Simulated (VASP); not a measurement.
**BaTe: single point with PBEsol**

Crystal: BaTe.

```
CELL_PARAMETERS angstrom
0.00000 3.47820 3.41000
3.47820 0.00000 3.41000
3.47820 3.47820 0.00000
ATOMIC_POSITIONS crystal
Ba 0.00000 0.00000 0.00000
Te 0.50000 0.50000 0.50000
```

This cell differs from its parent crystal: equal xx and yy strain of +2 %.

```
Program                : VASP 6.6.1
Task                   : single point
Functional             : PBEsol
Potentials or basis    : VASP PAW PBE potentials, release 64 (Ba_sv, Te)
Cutoff                 : 520 eV
k mesh                 : 10 × 10 × 10
Occupations            : fermi-dirac, width 0.05 eV
Spin                   : no spin polarisation
Dipole correction      : no
Further INCAR settings : ALGO = Normal; EDIFF = 1e-06; NBANDS = 15
```

| Item | Value |
| --- | --- |
| Pressure | 0.9 GPa |
| Band gap on the k mesh | 1.29 eV (least direct gap 1.68 eV) |

Stress tensor (GPa, compression positive):
```
0.34 0.00 0.00
0.00 0.34 0.00
0.00 0.00 1.96
```

Levels at points of the mesh, in eV from the valence-band top:
| k point | band 4 | band 5 | band 6 | band 7 | band 8 | band 9 | band 10 | band 11 | band 12 | band 13 |
| --- | --- | --- | --- | --- | --- | --- | --- | --- | --- | --- |
| (0.00, 0.00, 0.00) | -12.07 | -9.71 | -0.06 | -0.06 | 0.00 | 2.75 | 2.75 | 2.83 | 2.88 | 3.44 |
| (0.50, 0.00, 0.00) | -12.09 | -8.84 | -2.44 | -1.27 | -1.27 | 4.08 | 4.74 | 4.87 | 4.91 | 6.87 |
| (0.50, 0.50, 0.00) | -12.18 | -9.49 | -1.14 | -0.47 | -0.47 | 1.29 | 4.46 | 4.65 | 5.75 | 5.79 |
| (0.50, 0.00, 0.50) | -12.16 | -9.49 | -1.24 | -0.44 | -0.39 | 1.30 | 4.38 | 4.71 | 5.68 | 5.75 |

Run time: 62 s on 1 thread of Intel(R) Xeon(R) Platinum 8488C (Sapphire Rapids), on a shared host, peak memory 0.31 GiB.

Caveat: the cell differs from its parent crystal (equal xx and yy strain of +2 %); the PAW data sets were made with another functional, which shifts forces and pressure a little; spin-orbit coupling is left out, which moves the levels of the heavy elements. A k mesh can miss the band edges.
